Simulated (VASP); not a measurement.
# Sn (I4/mmm) in VASP: a series of runs

Sn is run at these levels: LDA, PBE, PBEsol, RPBE, revPBE; tasks: single point.

Program: VASP 6.6.1. These are calculated values, not measurements. Logs are shortened: lines on timing, memory, paths and dates and some standing lists are left out, and cuts for length are marked.

**1. The cell of the first run**

Symmetry: I4/mmm, No. 139, tetragonal system. The conventional cell has a = 4.058 Å, b = 4.058 Å, c = 3.322 Å, α = 90.00°, β = 90.00°, γ = 90.00°. Sn (site symmetry 4/mmm) has 14 Sn at 3.32 to 4.06 Å within 4.4 Å.

**2. Single point, LDA**

The input, INCAR:

```
ALGO = Normal ; EDIFF = 1E-6
ENCUT = 520 ; GGA = CA
ISIF = 2 ; ISMEAR = -1
LASPH = T ; LCHARG = T
LELF = T ; LREAL = F
LVHAR = T ; LWAVE = F
NBANDS = 13 ; NELM = 80
PREC = Accurate ; SIGMA = 0.05
```

The input, KPOINTS:

```
k-points
0
Gamma
  6 6 6
```

The input, POSCAR:

```
Sn
1.0
   -2.0291894110      2.0291894110      1.6607599896
    2.0291894110     -2.0291894110      1.6607599896
    2.0291894110      2.0291894110     -1.6607599896
Sn
1
Direct
    0.0000000000      0.0000000000      0.0000000000
```

Potentials or basis: VASP PAW LDA potentials, release 64 (Sn_d).

The run is started by

```bash
> cat potpaw_LDA.64/Sn_d/POTCAR > POTCAR
> mpirun -np 1 vasp_std > vasp.out
```

OUTCAR:

```text
EDIFF = 1E-6
   ENCUT = 520
   GGA = CA
   ISIF = 2
   ISMEAR = -1
   LASPH = T
   LREAL = F
   NELM = 80
   PREC = Accurate

 ion  position               nearest neighbor table
   1  0.000  0.000  0.000-

  LATTYP: Found a body centered tetragonal cell.
 ALAT       =     4.0583788220
 C/A-ratio  =     0.8184351745

  Lattice vectors:

 A1 = (  -2.0291894110,   2.0291894110,   1.6607599896)
 A2 = (   2.0291894110,  -2.0291894110,   1.6607599896)
 A3 = (   2.0291894110,   2.0291894110,  -1.6607599896)

Analysis of symmetry for initial positions (statically):
=====================================================================
 Subroutine PRICEL returns:
 Original cell was already a primitive cell.

 Routine SETGRP: Setting up the symmetry group for a
 body centered tetragonal supercell.

 Subroutine GETGRP returns: Found 16 space group operations
 (whereof 16 operations were pure point group operations)
 out of a pool of 16 trial point group operations.

The static configuration has the point symmetry D_4h.

Analysis of symmetry for dynamics (positions and initial velocities):
=====================================================================
 Subroutine PRICEL returns:
 Original cell was already a primitive cell.

 Routine SETGRP: Setting up the symmetry group for a
 body centered tetragonal supercell.

 Subroutine GETGRP returns: Found 16 space group operations
 (whereof 16 operations were pure point group operations)
 out of a pool of 16 trial point group operations.

The dynamic configuration has the point symmetry D_4h.

 Subroutine INISYM returns: Found 16 space group operations
 (whereof 16 operations are pure point group operations),
 and found     1 'primitive' translations

----------------------------------------------------------------------------------------

                                     Primitive cell

  volume of cell :      27.3534

  direct lattice vectors                    reciprocal lattice vectors
    -2.029189411  2.029189411  1.660759990     0.000000000  0.246403809  0.301066983
     2.029189411 -2.029189411  1.660759990     0.246403809  0.000000000  0.301066983
     2.029189411  2.029189411 -1.660759990     0.246403809  0.246403809  0.000000000

  length of vectors
     3.315621069  3.315621069  3.315621069     0.389045197  0.389045197  0.348467608

  position of ions in fractional coordinates (direct lattice)
     0.000000000  0.000000000  0.000000000
[... 77 lines left out ...]
   LREAL  =      F    real-space projection
   EDIFFG = 0.1E-04   stopping-criterion for IOM
   NSW    =      0    number of steps for IOM
   IBRION =     -1    ionic relax: 0-MD 1-quasi-New 2-CG
   NFREE  =      0    steps in history (QN), initial steepest desc. (CG)
   ISIF   =      2    stress and relaxation
   ISYM   =      2    0-nonsym 1-usesym 2-fastsym
   POTIM  = 0.5000    time-step for ionic-motion
   TEBEG  =    0.0;   TEEND  =   0.0 temperature during run
   PSTRESS=    0.0 pullay stress
   NELECT =      14.0000    total number of electrons
   NUPDOWN=      -1.0000    fix difference up-down
   EMIN   =  10.00;   EMAX   =-10.00  energy-range for DOS
   EFERMI =   0.00;   METHOD = LEGACY
   ISMEAR =    -1;   SIGMA  =   0.05  broadening in eV -4-tet -1-fermi 0-gaus
   EFERMI_NEDOS =   21; number of points for ismear=-14 and -15
   IALGO  =     38    algorithm
   IMIX   =      4    mixing-type and parameters
     AMIX     =   0.40;   BMIX     =  1.00
     AMIX_MAG =   1.60;   BMIX_MAG =  1.00
  volume/ion in A,a.u.               =      27.35       184.59
  Fermi-wavevector in a.u.,A,eV,Ry     =   1.309524  2.474642 23.331997  1.714853
  Thomas-Fermi vector in A             =   2.440117
   LORBIT       =      0    0 simple, 1 ext, 2 COOP (PROOUT), +10 PAW based schemes
   GGA     = CA    functional components
   LHFCALC =     F    Hartree Fock is set to
   AEXX    =    0.0000 exact exchange contribution
   IVDW    =     0    specifies the selected vdW correction
   LEPSILON=     F    determine dielectric tensor
   LRPA    =     F    only Hartree local field effects (RPA)
 non-spin polarized calculation
  energy-cutoff  :      520.00
  volume of cell :       27.35
 maximum number of plane-waves:       750
 NGX is ok and might be reduce to    28
   NGX = 13   NGY = 13   NGZ = 13

 number of electron      14.0000001 magnetization

 Free energy of the ion-electron system (eV)
  ---------------------------------------------------
  ext. energy  EPLUGINS =         0.00000000
  ---------------------------------------------------
  free energy    TOTEN  =        -4.38357635 eV

  energy without entropy =       -4.37513382  energy(sigma->0) =       -4.37935509

 E-fermi :   8.1050     XC(G=0): -10.5618

 val. band max:        7.8722555135   @ k =  -0.3333  -0.3333   0.3333
 cond. band min:       8.1072371547   @ k =  -0.3333   0.3333   0.3333
 fundamental gap:      0.2349816411
 Fermi energy:         8.1050182112

 k-point     1 :       0.0000    0.0000    0.0000
  band No.  band energies     occupation
      1     -13.7292      2.00000
      2     -13.6568      2.00000
      3     -13.6568      2.00000
      4     -13.6564      2.00000
      5     -13.5342      2.00000
      6      -3.3455      2.00000
      7      14.3858      0.00000
      8      14.3858      0.00000
      9      16.8776      0.00000
     10      18.0559      0.00000
     11      19.1751      0.00000
     12      20.3130      0.00000
     13      20.3130      0.00000
[... 354 lines left out ...]
  band No.  band energies     occupation
      1     -13.6902      2.00000
      2     -13.6602      2.00000
      3     -13.5981      2.00000
      4     -13.5503      2.00000
      5     -13.5358      2.00000
      6       0.4818      2.00000
      7       6.7716      2.00000
      8      10.0490      0.00000
      9      10.7412      0.00000
     10      15.0862      0.00000
     11      17.7134      0.00000
     12      18.2290      0.00000
     13      23.0771      0.00000

 [... further k-points ...]
[... 5 lines left out ...]
  --------------------------------------------------------------------------------------
  -------------------------------------------------------------------------------------
  Total       -0.3676690     -0.3676690     -0.6370549      0.0000000      0.0000000      0.0000000
  in kB      -21.5355304    -21.5355304    -37.3143115      0.0000000      0.0000000      0.0000000
  external PRESSURE =     -26.7951241 kB  Pullay stress =       0.0000000 kB

 VOLUME and BASIS-vectors are now :
 -----------------------------------------------------------------------------
  energy-cutoff  :      520.00
  volume of cell :       27.35
      direct lattice vectors                 reciprocal lattice vectors
    -2.029189411  2.029189411  1.660759990     0.000000000  0.246403809  0.301066983
     2.029189411 -2.029189411  1.660759990     0.246403809  0.000000000  0.301066983
     2.029189411  2.029189411 -1.660759990     0.246403809  0.246403809  0.000000000

 POSITION                                       TOTAL-FORCE (eV/Angst)
 -----------------------------------------------------------------------------------
      0.00000      0.00000      0.00000        -0.000000      0.000000      0.000000
 -----------------------------------------------------------------------------------
    total drift:                               -0.000000     -0.000000     -0.000000

  FREE ENERGIE OF THE ION-ELECTRON SYSTEM (eV)
  ---------------------------------------------------
  free  energy   TOTEN  =        -4.3835763522 eV

  energy  without entropy=       -4.3751338192  energy(sigma->0) =       -4.37935509
```

OSZICAR:

```text
N       E                     dE             d eps       ncg     rms          rms(c)
DAV:   1     0.792330143637E+02    0.79233E+02   -0.71019E+03   810   0.159E+03
DAV:   2     0.131217207982E+01   -0.77921E+02   -0.75701E+02   805   0.335E+02
DAV:   3    -0.427507780789E+01   -0.55872E+01   -0.55586E+01   920   0.734E+01
DAV:   4    -0.439515406152E+01   -0.12008E+00   -0.11999E+00   935   0.114E+01
DAV:   5    -0.439924686414E+01   -0.40928E-02   -0.40927E-02   993   0.208E+00    0.136E+00
DAV:   6    -0.438784053885E+01    0.11406E-01   -0.11051E-02   973   0.175E+00    0.746E-01
DAV:   7    -0.438380406319E+01    0.40365E-02   -0.64346E-03   970   0.126E+00    0.958E-02
DAV:   8    -0.438357577865E+01    0.22828E-03   -0.61711E-04   955   0.438E-01    0.206E-02
DAV:   9    -0.438357624208E+01   -0.46343E-06   -0.12530E-05  1050   0.454E-02    0.120E-02
DAV:  10    -0.438357635218E+01   -0.11010E-06   -0.63902E-07   650   0.902E-03
   1 F= -.43835764E+01 E0= -.43793551E+01  d E =-.844253E-02
```

Wall time 4.6 s (1 thread of Intel Xeon 6975P-C (Granite Rapids), shared host); peak memory 0.14 GiB.

What came out:

```yaml
Free_energy: -4.3836 eV
Pressure: -2.7 GPa
Band_gap_on_the_k_mesh: zero (band 7 reaches 14.39 eV, above the bottom of band 8 at 5.78 eV)
```

Stress tensor (GPa, compression positive):
```
-2.15  0.00  0.00
 0.00 -2.15  0.00
 0.00  0.00 -3.73
```

Caveat: the k points lie up to 0.41 Å⁻¹ apart; spin-orbit coupling is left out, which moves the levels of the heavy elements.

**3. Single point, PBE**

The input, INCAR:

```
PREC     = Accurate       # precision mode
ENCUT    = 520            # plane-wave cutoff, eV
EDIFF    = 1E-7           # SCF threshold, eV
ISMEAR   = -1             # smearing method
SIGMA    = 0.05           # smearing width, eV
LREAL    = False          # projectors in reciprocal space
LASPH    = True           # aspherical terms in the spheres
NELM     = 80             # most SCF steps
ALGO     = Normal         # electronic algorithm
ISIF     = 2              # what is computed and relaxed
LWAVE    = False          # write WAVECAR
LCHARG   = False          # write CHGCAR
GGA      = PE             # functional
NBANDS   = 13             # bands
```

The input, KPOINTS:

```
regular mesh
0
Gamma
  6 6 6
```

POSCAR is that of step 2.

Potentials or basis: VASP PAW PBE potentials, release 64 (Sn_d).

The run is started by

```bash
> cat potpaw_PBE.64/Sn_d/POTCAR > POTCAR
> mpirun -np 1 vasp_std > vasp.out
```

OUTCAR:

```text
PREC = Accurate
   ENCUT = 520
   EDIFF = 1E-7
   ISMEAR = -1
   LREAL = False
   LASPH = True
   NELM = 80
   ISIF = 2
   GGA = PE

 ion  position               nearest neighbor table
   1  0.000  0.000  0.000-

  LATTYP: Found a body centered tetragonal cell.
 ALAT       =     4.0583788220
 C/A-ratio  =     0.8184351745

  Lattice vectors:

 A1 = (  -2.0291894110,   2.0291894110,   1.6607599896)
 A2 = (   2.0291894110,  -2.0291894110,   1.6607599896)
[... 554 lines left out ...]
      4     -13.3874      2.00000
      5     -13.3734      2.00000
      6       0.7886      2.00000
      7       7.0794      2.00000
      8      10.3464      0.00000
      9      11.0467      0.00000
     10      15.2930      0.00000
     11      17.9190      0.00000
     12      18.4520      0.00000
     13      23.3159      0.00000

 [... further k-points ...]
[... 5 lines left out ...]
  --------------------------------------------------------------------------------------
  -------------------------------------------------------------------------------------
  Total        0.2778112      0.2778112      0.1407412      0.0000000      0.0000000      0.0000000
  in kB       16.2722781     16.2722781      8.2436547      0.0000000      0.0000000      0.0000000
  external PRESSURE =      13.5960703 kB  Pullay stress =       0.0000000 kB

 VOLUME and BASIS-vectors are now :
 -----------------------------------------------------------------------------
  energy-cutoff  :      520.00
  volume of cell :       27.35
      direct lattice vectors                 reciprocal lattice vectors
    -2.029189411  2.029189411  1.660759990     0.000000000  0.246403809  0.301066983
     2.029189411 -2.029189411  1.660759990     0.246403809  0.000000000  0.301066983
     2.029189411  2.029189411 -1.660759990     0.246403809  0.246403809  0.000000000

 POSITION                                       TOTAL-FORCE (eV/Angst)
 -----------------------------------------------------------------------------------
      0.00000      0.00000      0.00000         0.000000      0.000000      0.000000
 -----------------------------------------------------------------------------------
    total drift:                               -0.000000     -0.000000     -0.000000

  FREE ENERGIE OF THE ION-ELECTRON SYSTEM (eV)
  ---------------------------------------------------
  free  energy   TOTEN  =        -3.7322411733 eV

  energy  without entropy=       -3.7237742003  energy(sigma->0) =       -3.72800769
```

OSZICAR:

```text
N       E                     dE             d eps       ncg     rms          rms(c)
DAV:   1     0.791283853179E+02    0.79128E+02   -0.71035E+03   810   0.159E+03
DAV:   2     0.183411540473E+01   -0.77294E+02   -0.75094E+02   805   0.335E+02
DAV:   3    -0.362472084430E+01   -0.54588E+01   -0.54319E+01   915   0.726E+01
DAV:   4    -0.373970060130E+01   -0.11498E+00   -0.11489E+00   940   0.111E+01
DAV:   5    -0.374368733381E+01   -0.39867E-02   -0.39866E-02  1017   0.203E+00    0.133E+00
DAV:   6    -0.373504341361E+01    0.86439E-02   -0.97106E-03   988   0.170E+00    0.743E-01
DAV:   7    -0.373233704705E+01    0.27064E-02   -0.63528E-03   985   0.132E+00    0.980E-02
DAV:   8    -0.373224056141E+01    0.96486E-04   -0.66249E-04   955   0.431E-01    0.233E-02
DAV:   9    -0.373224031591E+01    0.24550E-06   -0.13550E-05  1121   0.502E-02    0.112E-02
DAV:  10    -0.373224111580E+01   -0.79989E-06   -0.12631E-06   903   0.110E-02    0.762E-04
DAV:  11    -0.373224117332E+01   -0.57516E-07   -0.25496E-08   665   0.226E-03
   1 F= -.37322412E+01 E0= -.37280077E+01  d E =-.846697E-02
```

Run time: 5.1 s. Hardware: 1 thread of Intel Xeon 6975P-C (Granite Rapids), shared host; peak memory 0.15 GiB.

Results:

```
Free energy            : -3.7322 eV
Pressure               : 1.4 GPa
Band gap on the k mesh : zero (band 7 reaches 14.75 eV, above the bottom of band 8 at 6.04 eV)
```

Caveat: the k points lie up to 0.41 Å⁻¹ apart; spin-orbit coupling is left out, which moves the levels of the heavy elements.

**4. Single point, PBEsol**

The input, INCAR:

```
PREC = Accurate
ENCUT = 520
EDIFF = 1E-6
ISMEAR = -1
SIGMA = 0.05
LREAL = False
LASPH = True
NELM = 80
ALGO = Fast
ISIF = 2
LWAVE = False
LCHARG = False
GGA = PS
NBANDS = 13
```

KPOINTS is that of step 3.

POSCAR is that of step 3.

The run is started by

```bash
> cat potpaw_PBE.64/Sn_d/POTCAR > POTCAR
> mpirun -np 1 vasp_std > vasp.out
```

Wall time 6.1 s (1 thread of Intel Xeon 6975P-C (Granite Rapids), shared host); peak memory 0.15 GiB.

It converged, with:

| Item | Value |
| --- | --- |
| Free energy | -4.1810 eV |
| Pressure | -1.4 GPa |
| Band gap on the k mesh | zero (band 7 reaches 14.58 eV, above the bottom of band 8 at 5.87 eV) |

Stress tensor (GPa, compression positive):
```
-1.03  0.00  0.00
 0.00 -1.03  0.00
 0.00  0.00 -2.13
```

Levels at points of the mesh, in eV from the Fermi level:
| k point | band 5 | band 6 | band 7 | band 8 | band 9 | band 10 |
| --- | --- | --- | --- | --- | --- | --- |
| (0.00, 0.00, 0.00) | -21.63 | -11.44 | 6.37 | 6.37 | 8.92 | 9.89 |
| (0.50, 0.00, 0.00) | -21.58 | -6.16 | -4.55 | 2.68 | 3.93 | 6.79 |
| (0.50, 0.50, 0.00) | -21.59 | -7.67 | -5.07 | 5.39 | 7.35 | 10.00 |
| (0.50, 0.50, 0.50) | -21.57 | -3.80 | -1.95 | -1.95 | 2.13 | 2.66 |

Caveat: the k points lie up to 0.41 Å⁻¹ apart; the PAW data sets were made with another functional, which shifts forces and pressure a little; spin-orbit coupling is left out, which moves the levels of the heavy elements.

(Part 1 of 2 ends here.)
